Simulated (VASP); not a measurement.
# EuSb: single point with PBE+U

The system is EuSb.

```
Eu Sb
1.0
     5.97622    0.00000    0.00000
    -2.98811    5.17555    0.00000
     0.00000    0.00000    6.71714
Eu Sb
2 2
Direct
  0.66667 0.33333 0.06260
  0.33333 0.66667 0.56260
  0.66667 0.33333 0.56260
  0.33333 0.66667 0.06260
```

```json
{
 "Program": "VASP 6.6.1",
 "Task": "single point",
 "Functional": "PBE",
 "Potentials or basis": "VASP PAW PBE potentials, release 64 (Eu, Sb)",
 "Cutoff": "520 eV",
 "k mesh": "4 × 4 × 4",
 "Occupations": "gaussian, width 0.05 eV",
 "Spin": "collinear spin, ferromagnetic start",
 "Starting moments": "[7.7, 7.7, 0.33, 0.33] μB",
 "Hubbard terms": "Eu f U = 6.0 eV",
 "Dipole correction": "no",
 "Further INCAR settings": "ALGO = Normal; EDIFF = 1e-06; NBANDS = 34"
}
```

```json
{"Pressure": "-2.0 GPa", "Net moment": "15.19 μB per cell", "Site moments": "Eu +6.77; Sb +0.16 μB", "Valence electrons inside the program's atomic spheres": "Eu 14.83; Sb 2.43"}
```

Levels at points of the mesh, in eV from the Fermi level:
Spin up:
| k point | band 27 | band 28 | band 29 | band 30 | band 31 | band 32 | band 33 | band 34 |
| --- | --- | --- | --- | --- | --- | --- | --- | --- |
| (0.00, 0.00, 0.00) | -0.74 | -0.23 | -0.23 | 0.87 | 2.09 | 2.44 | 2.44 | 3.06 |
| (0.50, 0.00, 0.00) | -0.51 | -0.47 | -0.12 | 0.36 | 2.07 | 2.41 | 2.92 | 3.41 |
| (0.00, 0.00, 0.50) | -0.69 | -0.69 | -0.69 | -0.69 | 2.88 | 2.88 | 3.84 | 3.84 |
| (0.50, 0.00, 0.50) | -0.45 | -0.45 | -0.39 | -0.39 | 2.76 | 2.76 | 3.57 | 3.57 |
Spin down:
| k point | band 11 | band 12 | band 13 | band 14 | band 15 | band 16 | band 17 | band 18 |
| --- | --- | --- | --- | --- | --- | --- | --- | --- |
| (0.00, 0.00, 0.00) | -0.68 | -0.45 | -0.45 | -0.03 | -0.03 | 1.06 | 2.37 | 3.03 |
| (0.50, 0.00, 0.00) | -1.06 | -0.45 | -0.43 | -0.28 | 0.14 | 0.54 | 2.62 | 2.88 |
| (0.00, 0.00, 0.50) | -0.93 | -0.93 | -0.36 | -0.36 | -0.36 | -0.36 | 3.30 | 3.30 |
| (0.50, 0.00, 0.50) | -1.57 | -1.57 | -0.18 | -0.18 | -0.05 | -0.05 | 3.23 | 3.23 |

Eigenvalues of the final occupation matrices:
```csv
site,spin,trace,eigenvalues
site 1 f,1,6.84,0.97 0.97 0.97 0.98 0.98 0.98 0.98
site 1 f,2,0.00,0.00 0.00 0.00 0.00 0.00 0.00 0.00
site 2 f,1,6.84,0.97 0.97 0.97 0.98 0.98 0.98 0.98
site 2 f,2,0.00,0.00 0.00 0.00 0.00 0.00 0.00 0.00
```

It took 5.6 min on 1 thread of Intel(R) Xeon(R) Platinum 8488C (Sapphire Rapids), on a shared host, peak memory 0.49 GiB.

Caveat: spin-orbit coupling is left out, which moves the levels of the heavy elements. The state reached can hang on the start; a lower one may exist.
